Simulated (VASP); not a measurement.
Write the native input for VASP 6.6.1 that does the following.

- Task: single point
- Functional: PBE
- Potentials or basis: VASP PAW PBE potentials, release 64 (Cs_sv, Re)
- Cutoff: 520 eV
- k mesh: 6 × 6 × 6
- Occupations: gaussian, width 0.1 eV
- Spin: no spin polarisation
- Dipole correction: no
- Further INCAR settings: ALGO = Fast; EDIFF = 1e-06; NBANDS = 32

The structure of CsRe2 lies in POSCAR:

```
CsRe2
1.0
   -2.2100331827      2.2100331827      7.6842307414
    2.2100331827     -2.2100331827      7.6842307414
    2.2100331827      2.2100331827     -7.6842307414
Cs Re
2 4
Direct
    0.0000000000      0.0000000000      0.0000000000
    0.7500000000      0.2500000000      0.5000000000
    0.4165000000      0.4165000000      0.0000000000
    0.1665000000      0.6665000000      0.5000000000
    0.3335000000      0.8335000000      0.5000000000
    0.5835000000      0.5835000000      0.0000000000
```

One way to write it, as run:

INCAR

```
PREC     = Accurate       # precision mode
ENCUT    = 520            # plane-wave cutoff, eV
EDIFF    = 1E-6           # SCF threshold, eV
ISMEAR   = 0              # smearing method
SIGMA    = 0.1            # smearing width, eV
LREAL    = F              # projectors in reciprocal space
LASPH    = T              # aspherical terms in the spheres
NELM     = 100            # most SCF steps
ALGO     = Fast           # electronic algorithm
ISIF     = 2              # what is computed and relaxed
LWAVE    = F              # write WAVECAR
LCHARG   = F              # write CHGCAR
GGA      = PE             # functional
NBANDS   = 32             # bands
```

KPOINTS

```
regular mesh
0
Gamma
  6 6 6
```

Potentials or basis: VASP PAW PBE potentials, release 64 (Cs_sv, Re).

Command:

```console
$ cat potpaw_PBE.64/Cs_sv/POTCAR potpaw_PBE.64/Re/POTCAR > POTCAR
$ mpirun -np 1 vasp_std > vasp.out
```

Results of the run:

```json
{"Pressure": "-0.6 GPa", "Largest force": "0.092 eV/Å", "Band gap on the k mesh": "zero (bands 23 and 24 overlap by 1.11 eV)"}
```

Caveat: spin-orbit coupling is left out, which moves the levels of the heavy elements.

It took 6.1 min on 1 thread of Intel(R) Xeon(R) 6975P-C (Granite Rapids) (shared host), peak memory 0.6 GiB.
